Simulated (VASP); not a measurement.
# Hf (Fmmm) in VASP: further runs

Runs on Hf. Level: LDA. Tasks: single point.

Everything below comes from runs of VASP 6.6.1. Logs are shortened: lines on timing, memory, paths and dates and some standing lists are left out, and cuts for length are marked.

## (1) The cell of the first run

The structure is orthorhombic, space group Fmmm (No. 69). The conventional cell has a = 3.916 Å, b = 4.149 Å, c = 5.014 Å, α = 90.00°, β = 90.00°, γ = 90.00°. Within 4.2 Å of Hf (site symmetry mmm) lie 16 Hf at 2.85 to 4.15 Å.

## (2) Single point, LDA

The input, INCAR:

```
SYSTEM = Hf
PREC     = Accurate       ! precision mode
ENCUT    = 520            ! plane-wave cutoff, eV
EDIFF    = 1E-6           ! SCF threshold, eV
ISMEAR   = 0              ! smearing method
SIGMA    = 0.15           ! smearing width, eV
LREAL    = .FALSE.        ! projectors in reciprocal space
LASPH    = .TRUE.         ! aspherical terms in the spheres
NELM     = 60             ! most SCF steps
ALGO     = Fast           ! electronic algorithm
ISIF     = 2              ! what is computed and relaxed
LWAVE    = .FALSE.        ! write WAVECAR
LCHARG   = .FALSE.        ! write CHGCAR
NBANDS   = 11             ! bands
```

The input, KPOINTS:

```
regular mesh
0
G
  18 18 18
  0 0 0
```

The input, POSCAR:

```
Hf
1.0
    0.0000000000      2.0746532464      2.5069362545
    1.9582442064      0.0000000000      2.5069362545
    1.9582442064      2.0746532464      0.0000000000
Hf
1
Direct
    0.0000000000      0.0000000000      0.0000000000
```

Potentials or basis: VASP PAW LDA potentials, release 64 (Hf_pv).

Run with:

```bash
> cat potpaw_LDA.64/Hf_pv/POTCAR > POTCAR
> mpirun -np 1 vasp_std > vasp.out
```

OUTCAR:

```text
SYSTEM = Hf
   PREC = Accurate
   ENCUT = 520
   EDIFF = 1E-6
   ISMEAR = 0
   LREAL = .FALSE.
   LASPH = .TRUE.
   NELM = 60
   ISIF = 2

 ion  position               nearest neighbor table
   1  0.000  0.000  0.000-

  LATTYP: Found a face centered orthorhombic cell.
 ALAT       =     3.9164884128
 B/A-ratio  =     1.0594456195
 C/A-ratio  =     1.2801959257

  Lattice vectors:

 A1 = (   0.0000000000,   2.0746532464,   2.5069362545)
 A2 = (   1.9582442064,   0.0000000000,   2.5069362545)
 A3 = (   1.9582442064,   2.0746532464,   0.0000000000)

Analysis of symmetry for initial positions (statically):
=====================================================================
 Subroutine PRICEL returns:
 Original cell was already a primitive cell.

 Routine SETGRP: Setting up the symmetry group for a
 face centered orthorhombic supercell.

 Subroutine GETGRP returns: Found  8 space group operations
 (whereof  8 operations were pure point group operations)
 out of a pool of  8 trial point group operations.

The static configuration has the point symmetry D_2h.

Analysis of symmetry for dynamics (positions and initial velocities):
=====================================================================
 Subroutine PRICEL returns:
 Original cell was already a primitive cell.

 Routine SETGRP: Setting up the symmetry group for a
 face centered orthorhombic supercell.

 Subroutine GETGRP returns: Found  8 space group operations
 (whereof  8 operations were pure point group operations)
 out of a pool of  8 trial point group operations.

The dynamic configuration has the point symmetry D_2h.

 Subroutine INISYM returns: Found  8 space group operations
 (whereof  8 operations are pure point group operations),
 and found     1 'primitive' translations

----------------------------------------------------------------------------------------

                                     Primitive cell

  volume of cell :      20.3697

  direct lattice vectors                    reciprocal lattice vectors
     0.000000000  2.074653246  2.506936254    -0.255330769  0.241004130  0.199446635
     1.958244206  0.000000000  2.506936254     0.255330769 -0.241004130  0.199446635
     1.958244206  2.074653246  0.000000000     0.255330769  0.241004130 -0.199446635

  length of vectors
     3.254061382  3.181108259  2.852876875     0.403801625  0.403801625  0.403801625

  position of ions in fractional coordinates (direct lattice)
     0.000000000  0.000000000  0.000000000

  ion indices of the primitive-cell ions
   primitive index   ion index
                 1           1

----------------------------------------------------------------------------------------

 KPOINTS: regular mesh

Automatic generation of k-mesh.
 Grid dimensions read from file:
 generate k-points for:   18   18   18

 Generating k-lattice:

  Cartesian coordinates                     Fractional coordinates (reciprocal lattice)
    -0.014185043  0.013389118  0.011080369     0.055555556  0.000000000  0.000000000
     0.014185043 -0.013389118  0.011080369     0.000000000  0.055555556 -0.000000000
     0.014185043  0.013389118 -0.011080369     0.000000000 -0.000000000  0.055555556

  Length of vectors
     0.022433424  0.022433424  0.022433424

  Shift w.r.t. Gamma in fractional coordinates (k-lattice)
     0.000000000  0.000000000  0.000000000

 Subroutine IBZKPT returns following result:
 ===========================================

 Found    865 irreducible k-points:

 Following reciprocal coordinates:
            Coordinates               Weight
  0.000000  0.000000  0.000000      1.000000
  0.055556  0.000000 -0.000000      8.000000
  0.111111  0.000000 -0.000000      8.000000
  0.166667 -0.000000 -0.000000      8.000000
  0.222222 -0.000000 -0.000000      8.000000
  0.277778 -0.000000  0.000000      8.000000
[... 16 lines left out ...]
 -0.277778  0.055556  0.000000      8.000000
 -0.222222  0.055556  0.000000      8.000000
 [... further k-points ...]
   k-points           NKPTS =    865   k-points in BZ     NKDIM =    865   number of bands    NBANDS=     11
   number of dos      NEDOS =    301   number of ions     NIONS =      1
   total plane-waves  NPLWV =  13824
   dimension x,y,z NGX =    24 NGY =   24 NGZ =   24
   dimension x,y,z NGXF=    48 NGYF=   48 NGZF=   48
   ions per type =               1
   NGX,Y,Z   is equivalent  to a cutoff of  12.26, 12.54, 13.99 a.u.
   NGXF,Y,Z  is equivalent  to a cutoff of  24.52, 25.08, 27.97 a.u.
 SYSTEM =  Hf
   PREC   = accura    normal or accurate (medium, high low for compatibility)
   ISTART =      0    job   : 0-new  1-cont  2-samecut
   ICHARG =      2    charge: 1-file 2-atom 10-const
   ISPIN  =      1    spin polarized calculation?
   LNONCOLLINEAR =      F non collinear calculations
   LSORBIT =      F    spin-orbit coupling
   LASPH  =      T    aspherical Exc in radial PAW
   ENCUT  =  520.0 eV  38.22 Ry    6.18 a.u.   6.05  5.91  5.30*2*pi/ulx,y,z
   NELM   =     60;   NELMIN=  2; NELMDL= -5     # of ELM steps
   EDIFF  = 0.1E-05   stopping-criterion for ELM
   LREAL  =      F    real-space projection
   EDIFFG = 0.1E-04   stopping-criterion for IOM
   NSW    =      0    number of steps for IOM
   IBRION =     -1    ionic relax: 0-MD 1-quasi-New 2-CG
   NFREE  =      0    steps in history (QN), initial steepest desc. (CG)
   ISIF   =      2    stress and relaxation
   ISYM   =      2    0-nonsym 1-usesym 2-fastsym
   POTIM  = 0.5000    time-step for ionic-motion
   TEBEG  =    0.0;   TEEND  =   0.0 temperature during run
   PSTRESS=    0.0 pullay stress
   NELECT =      10.0000    total number of electrons
   NUPDOWN=      -1.0000    fix difference up-down
   EMIN   =  10.00;   EMAX   =-10.00  energy-range for DOS
   EFERMI =   0.00;   METHOD = LEGACY
   ISMEAR =     0;   SIGMA  =   0.15  broadening in eV -4-tet -1-fermi 0-gaus
   EFERMI_NEDOS =   21; number of points for ismear=-14 and -15
   IALGO  =     68    algorithm
   IMIX   =      4    mixing-type and parameters
     AMIX     =   0.40;   BMIX     =  1.00
     AMIX_MAG =   1.60;   BMIX_MAG =  1.00
  volume/ion in A,a.u.               =      20.37       137.46
  Fermi-wavevector in a.u.,A,eV,Ry     =   1.291456  2.440498 22.692594  1.667859
  Thomas-Fermi vector in A             =   2.423225
   LORBIT       =      0    0 simple, 1 ext, 2 COOP (PROOUT), +10 PAW based schemes
   GGA     = CA    functional components
   LHFCALC =     F    Hartree Fock is set to
   AEXX    =    0.0000 exact exchange contribution
   IVDW    =     0    specifies the selected vdW correction
   LEPSILON=     F    determine dielectric tensor
   LRPA    =     F    only Hartree local field effects (RPA)
 non-spin polarized calculation
 RMM-DIIS sequential band-by-band and
 Gauss-broadening in eV      SIGMA  =   0.15
  energy-cutoff  :      520.00
  volume of cell :       20.37
 maximum number of plane-waves:       566
   NGX = 11   NGY = 11   NGZ = 11

 number of electron      10.0000000 magnetization

 number of electron       9.9999999 magnetization

 Free energy of the ion-electron system (eV)
  ---------------------------------------------------
  ext. energy  EPLUGINS =         0.00000000
  ---------------------------------------------------
  free energy    TOTEN  =       -10.54040736 eV

  energy without entropy =      -10.52214936  energy(sigma->0) =      -10.53127836

 E-fermi :   5.1278     XC(G=0): -11.8957

 val. band max:        5.1266695884   @ k =  -0.3889   0.2222   0.3889
 cond. band min:       5.1281890995   @ k =   0.3333   0.1111  -0.0000
 fundamental gap:      0.0015195111
 Fermi energy:         5.1277838492

 k-point     1 :       0.0000    0.0000    0.0000
  band No.  band energies     occupation
      1     -24.3392      2.00000
      2     -24.1987      2.00000
      3     -24.1769      2.00000
      4      -2.1287      2.00000
      5       5.0045      1.75498
      6       7.1182      0.00000
      7       7.7173      0.00000
      8       8.2298      0.00000
      9      11.6535      0.00000
     10      17.7354      0.00000
     11      18.4066      0.00000

 k-point     2 :       0.0556    0.0000   -0.0000
  band No.  band energies     occupation
      1     -24.3496      2.00000
      2     -24.2300      2.00000
      3     -24.1849      2.00000
      4      -2.0036      2.00000
      5       5.0585      1.48616
      6       7.1163      0.00000
      7       7.6610      0.00000
      8       8.1902      0.00000
      9      11.5197      0.00000
     10      17.9915      0.00000
     11      18.6391      0.00000

 k-point     3 :       0.1111    0.0000   -0.0000
  band No.  band energies     occupation
      1     -24.4007      2.00000
      2     -24.3191      2.00000
      3     -24.1859      2.00000
      4      -1.6417      2.00000
      5       5.1939      0.53303
      6       6.9307      0.00000
      7       7.6061      0.00000
      8       8.2513      0.00000
      9      11.1735      0.00000
     10      18.4575      0.00000
     11      19.4412      0.00000

 k-point     4 :       0.1667   -0.0000   -0.0000
  band No.  band energies     occupation
      1     -24.5587      2.00000
      2     -24.3740      2.00000
      3     -24.1846      2.00000
      4      -1.0832      2.00000
      5       5.3440      0.04150
      6       6.4031      0.00000
      7       7.9012      0.00000
      8       8.4451      0.00000
      9      10.7478      0.00000
     10      17.7086      0.00000
     11      18.7224      0.00000
[... 239 lines left out ...]
 k-point    22 :      -0.3333    0.0556    0.0000
  band No.  band energies     occupation
      1     -25.3266      2.00000
      2     -24.5049      2.00000
      3     -24.1665      2.00000
      4       1.2213      2.00000
      5       4.9769      1.84513
      6       5.7528      0.00000
      7       8.3308      0.00000
      8      10.5828      0.00000
      9      11.2618      0.00000
     10      16.6860      0.00000
     11      18.4843      0.00000

 k-point    23 :      -0.2778    0.0556    0.0000
  band No.  band energies     occupation
      1     -25.1559      2.00000
      2     -24.4674      2.00000
      3     -24.1660      2.00000
      4       0.7235      2.00000
      5       5.0266      1.65971
      6       5.7367      0.00000
      7       8.5761      0.00000
      8      10.0969      0.00000
      9      10.2493      0.00000
     10      17.1624      0.00000
     11      17.7231      0.00000

 k-point    24 :      -0.2222    0.0556    0.0000
  band No.  band energies     occupation
      1     -24.9475      2.00000
      2     -24.4281      2.00000
      3     -24.1674      2.00000
      4       0.0455      2.00000
      5       5.3390      0.04646
      6       5.7620      0.00000
      7       8.7090      0.00000
      8       9.1589      0.00000
      9       9.9498      0.00000
     10      17.6810      0.00000
     11      17.9117      0.00000

 [... further k-points ...]
[... 5 lines left out ...]
  --------------------------------------------------------------------------------------
  -------------------------------------------------------------------------------------
  Total        0.5966114      0.5148536     -0.6350897     -0.0000000      0.0000000      0.0000000
  in kB       46.9263163     40.4956747    -49.9528168     -0.0000000      0.0000000      0.0000000
  external PRESSURE =      12.4897247 kB  Pullay stress =       0.0000000 kB

 VOLUME and BASIS-vectors are now :
 -----------------------------------------------------------------------------
  energy-cutoff  :      520.00
  volume of cell :       20.37
      direct lattice vectors                 reciprocal lattice vectors
     0.000000000  2.074653246  2.506936254    -0.255330769  0.241004130  0.199446635
     1.958244206  0.000000000  2.506936254     0.255330769 -0.241004130  0.199446635
     1.958244206  2.074653246  0.000000000     0.255330769  0.241004130 -0.199446635

 POSITION                                       TOTAL-FORCE (eV/Angst)
 -----------------------------------------------------------------------------------
      0.00000      0.00000      0.00000         0.000000      0.000000      0.000000
 -----------------------------------------------------------------------------------
    total drift:                                0.000000      0.000000      0.000000

  FREE ENERGIE OF THE ION-ELECTRON SYSTEM (eV)
  ---------------------------------------------------
  free  energy   TOTEN  =       -10.5404073625 eV

  energy  without entropy=      -10.5221493561  energy(sigma->0) =      -10.53127836
```

Wall time 100 s (1 thread of Intel Xeon Platinum 8259CL at 2.50GHz (Skylake/Cascade Lake), shared host); peak memory 0.29 GiB.

Results:

* Free energy: -10.5404 eV
* Pressure: 1.2 GPa
* Band gap on the k mesh: zero (bands 5 and 6 overlap by 1.66 eV)

Caveat: the cell differs from its parent crystal (strain +e along x and -e along y -0.0267, strain +e along z and -e/2 along x and y +0.1500); the stress differs along the axes, from -5 to 5 GPa; spin-orbit coupling is left out, which moves the levels of the heavy elements.

(Continued in part 2 of 2.)
